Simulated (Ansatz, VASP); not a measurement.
Two plane-wave programs on Sr7N

```
Sr N
1.0
    -3.84977    3.84977    3.84977
     3.84977   -3.84977    3.84977
     3.84977    3.84977   -3.84977
Sr N
7 1
Direct
  0.00000 0.50000 0.50000
  0.50000 0.50000 0.00000
  0.50000 0.00000 0.50000
  0.00000 0.00000 0.50000
  0.00000 0.50000 0.00000
  0.50000 0.00000 0.00000
  0.50000 0.50000 0.50000
  0.00000 0.00000 0.00000
```

Change from the starting cell: species swapped into the Fe7Co type (Im-3m, No. 229).

Alike in both runs: task single point; functional PBE; k mesh 4 × 4 × 4; occupations gaussian, width 0.1 eV; no spin polarisation.

|  | VASP | Ansatz |
| --- | --- | --- |
| version | VASP 6.6.1 | Ansatz 0.2.0 |
| potentials or method | VASP PAW PBE potentials, release 64 (Sr_sv, N), cutoff 520 eV | scalar-relativistic, plane waves, PAW |
| valence electrons in the cell | 75 | 75 |

Ansatz gave:

* gap on the k mesh at the Fermi level (eV): none
* pressure (GPa): 11.3

Question: Which values does VASP return?

Answer: gap on the k mesh at the Fermi level (eV): none; pressure (GPa): 11.5.

A gap of «none» marks a metal or a gap that the smearing closes.
